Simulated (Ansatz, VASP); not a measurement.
Rb: VASP beside Ansatz

```
Rb
1.0
     4.93010    0.00000    0.00000
    -2.46505    4.26959    0.00000
     0.00000    0.00000    4.58070
Rb
1
Cartesian
  0.0000 0.0000 0.0000
```

Alike in both runs: functional r2SCAN; k mesh 15 × 15 × 12; occupations gaussian, width 0.1 eV; no spin polarisation.

Ansatz relaxed the structure, and its values are those at the end. VASP's run is a single point on that final structure, the one shown.

```csv
,VASP,Ansatz
version,VASP 6.6.1,Ansatz 0.2.0
potentials or method,"VASP PAW PBE potentials, release 64 (Rb_sv), cutoff 520 eV","scalar-relativistic, plane waves, PAW"
valence electrons in the cell,9,9
```

|  | VASP | Ansatz | Ansatz less VASP |
| --- | --- | --- | --- |
| gap on the k mesh at the Fermi level (eV) | none | none | - |
| pressure (GPa) | 0.0 | 0.0 | -0.01 |

VASP's potentials were made for PBE, not for r2SCAN. A gap of «none» marks a metal or a gap that the smearing closes. With one functional, cell and mesh, what is left measures potentials, basis and numerics.
